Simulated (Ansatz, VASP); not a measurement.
## SrO: VASP beside Ansatz

The input INCAR:

```
SYSTEM = SrO
  PREC = Accurate
  ENCUT = 520
  EDIFF = 1E-6
  ISMEAR = -1
  SIGMA = 0.03
  LREAL = .False.
  LASPH = .True.
  NELM = 80
  ALGO = Normal
  ISIF = 2
  LWAVE = .False.
  LCHARG = .True.
  GGA = PS
  LELF = .True.
  LVHAR = .True.
  NBANDS = 15
```

KPOINTS

```
regular mesh
0
Gamma
  8 8 8
  0 0 0
```

The input POSCAR:

```
SrO
1.0
    0.0000000000      2.6036170359      2.6036170359
    2.6036170359      0.0000000000      2.6036170359
    2.6036170359      2.6036170359      0.0000000000
Sr O
1 1
Direct
    0.0000000000      0.0000000000      0.0000000000
    0.5000000000      0.5000000000      0.5000000000
```

Input for Ansatz:

```yaml
crystal:
  lattice:
    - [0.0, 2.6036170359, 2.6036170359]
    - [2.6036170359, 0.0, 2.6036170359]
    - [2.6036170359, 2.6036170359, 0.0]
  atoms:
    - { symbol: Sr, position: [0.0, 0.0, 0.0] }
    - { symbol: O, position: [0.5, 0.5, 0.5] }
kpoints:
  mp_grid: { grid: [8, 8, 8] }
  band_path:
    path:
      - [0.0, 0.0, 0.0]
      - [0.5, 0.0, 0.5]
      - [0.625, 0.25, 0.625]
      - [0.375, 0.375, 0.75]
      - [0.0, 0.0, 0.0]
      - [0.5, 0.5, 0.5]
      - [0.5, 0.25, 0.75]
      - [0.5, 0.0, 0.5]
    npoints: 5
scf:
  occupations: { method: fermi_dirac, width: 0.03 }
hamiltonian:
  xc: pbesol
  pseudopotentials: { kind: all_electron, lapw: { basis_error: 0.0005 } }
output:
  forces: true
  stress: true
  eigenvalues: true
```

Change from the starting cell: volume scaled by 1.04.

Alike in both runs: task single point; functional PBEsol; k mesh 8 × 8 × 8; occupations fermi-dirac, width 0.03 eV; no spin polarisation.

```csv
,VASP,Ansatz
version,VASP 6.6.1,Ansatz 0.2.0
potentials or method,"VASP PAW PBE potentials, release 64 (Sr_sv, O), cutoff 520 eV","all-electron LAPW, scalar-relativistic"
```

Ansatz gave:

| Quantity | Value |
| --- | --- |
| gap on the k mesh at the Fermi level (eV) | 3.22 |
| pressure (GPa) | -4.1 |

Question: Which values does VASP return?

Answer: gap on the k mesh at the Fermi level (eV): 3.18; pressure (GPa): -3.6.

VASP's potentials were made for PBE, not for PBEsol. Ansatz ran all-electron here, and VASP with PAW potentials.
